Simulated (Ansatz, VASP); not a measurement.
**Two plane-wave programs on Sr**

```
Sr
1.0
     4.41257    0.00000    0.00000
    -2.20629    3.82140    0.00000
     0.00000    0.00000   14.44523
Sr
4
Direct
  0.00000 0.00000 0.00000
  0.00000 0.00000 0.50000
  0.33333 0.66667 0.25000
  0.66667 0.33333 0.75000
```

Alike in both runs: task single point; functional RPBE; k mesh 10 × 10 × 3; occupations fermi-dirac, width 0.1 eV; no spin polarisation.

|  | VASP | Ansatz |
| --- | --- | --- |
| version | VASP 6.6.1 | Ansatz 0.2.0 |
| potentials or method | VASP PAW PBE potentials, release 64 (Sr_sv), cutoff 520 eV | plane waves (420 eV) with PAW, scalar-relativistic |
| valence electrons in the cell | 40 | 40 |

```tsv
	VASP	Ansatz	Ansatz less VASP
pressure (GPa)	-0.4	-0.4	0.00
```

VASP's potentials were made for PBE, not for RPBE. The functional is the same, so the differences come from potentials, cutoffs and numerics.
